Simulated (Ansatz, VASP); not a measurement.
# CaO: VASP beside Ansatz

```
Ca O
1.0
     0.00000    2.71100    2.71100
     2.71100    0.00000    2.71100
     2.71100    2.71100    0.00000
Ca O
1 1
Direct
  0.00000 0.00000 0.00000
  0.25000 0.25000 0.25000
```

Change from the starting cell: hydrostatic strain +4.0%.

Alike in both runs: task single point; functional HSE06; k mesh 6 × 6 × 6; no spin polarisation.

|  | VASP | Ansatz |
| --- | --- | --- |
| version | VASP 6.6.1 | Ansatz 0.2.0 |
| potentials or method | VASP PAW PBE potentials, release 64 (Ca_sv, O) | plane waves, PAW |
| plane-wave cutoff (eV) | 520 | 420 |
| occupations | gaussian, width 0.01 eV | fixed |
| valence electrons in the cell | 16 | 16 |

Ansatz gave:

- gap on the k mesh at the Fermi level (eV): 4.27
- pressure (GPa): -7.5

Q: Which values does VASP return?

A: gap on the k mesh at the Fermi level (eV): 4.26; pressure (GPa): -7.2.

Ansatz's warnings: stress exchange threshold loose, stress scf threshold loose.
